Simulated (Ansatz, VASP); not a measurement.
# One calculation of AlC5, two programs

The input INCAR:

```
SYSTEM = AlC5
  PREC = Accurate
  ENCUT = 520
  EDIFF = 1E-6
  ISMEAR = 0
  SIGMA = 0.1
  LREAL = .FALSE.
  LASPH = .TRUE.
  NELM = 80
  ALGO = Normal
  ISIF = 2
  LWAVE = .FALSE.
  LCHARG = .FALSE.
  GGA = PE
  NBANDS = 20
```

Contents of KPOINTS:

```
regular mesh
0
G
  4 4 4
  0 0 0
```

File POSCAR:

```
AlC5
1.0
    0.0000000000      3.3446410900      3.3446410900
    3.3446410900      0.0000000000      3.3446410900
    3.3446410900      3.3446410900      0.0000000000
Al C
1 5
Direct
    0.0000000000      0.0000000000      0.0000000000
    0.2500000000      0.2500000000      0.2500000000
    0.6237722100      0.1286833600      0.6237722100
    0.6237722100      0.6237722100      0.1286833600
    0.6237722100      0.6237722100      0.6237722100
    0.1286833600      0.6237722100      0.6237722100
```

Input for Ansatz:

```yaml
crystal:
  lattice:
    - [0.0, 3.34464109, 3.34464109]
    - [3.34464109, 0.0, 3.34464109]
    - [3.34464109, 3.34464109, 0.0]
  atoms:
    - { symbol: Al, position: [0.0, 0.0, 0.0] }
    - { symbol: C, position: [0.25, 0.25, 0.25] }
    - { symbol: C, position: [0.62377221, 0.12868336, 0.62377221] }
    - { symbol: C, position: [0.62377221, 0.62377221, 0.12868336] }
    - { symbol: C, position: [0.62377221, 0.62377221, 0.62377221] }
    - { symbol: C, position: [0.12868336, 0.62377221, 0.62377221] }
basis:
  ecutwfc: 420
kpoints:
  mp_grid: { grid: [4, 4, 4] }
hamiltonian:
  xc: pbe
scf:
  occupations: { method: gaussian, width: 0.1 }
  lower_state_search: "off"
output:
  forces: true
  stress: true
  eigenvalues: true
```

Change from the starting cell: species swapped into the TbCu5 type (F-43m, No. 216).

Alike in both runs: task single point; functional PBE; k mesh 4 × 4 × 4; occupations gaussian, width 0.1 eV; no spin polarisation.

|  | VASP | Ansatz |
| --- | --- | --- |
| version | VASP 6.6.1 | Ansatz 0.2.0 |
| potentials or method | VASP PAW PBE potentials, release 64 (Al, C), cutoff 520 eV | scalar-relativistic, plane waves, PAW |
| valence electrons in the cell | 23 | 23 |

VASP gave:

* gap on the k mesh at the Fermi level (eV): none
* pressure (GPa): -26.2
* rms of the force components (eV/Å): 0.260

Question: What did Ansatz give for the same quantities?

Answer: gap on the k mesh at the Fermi level (eV): none; pressure (GPa): -26.2; rms of the force components (eV/Å): 0.259.

Atom by atom the forces differ by 0.000 eV/Å (rms over components). A gap of «none» marks a metal or a gap that the smearing closes.

The k mesh is coarse, so the values compare programs but aren't converged.
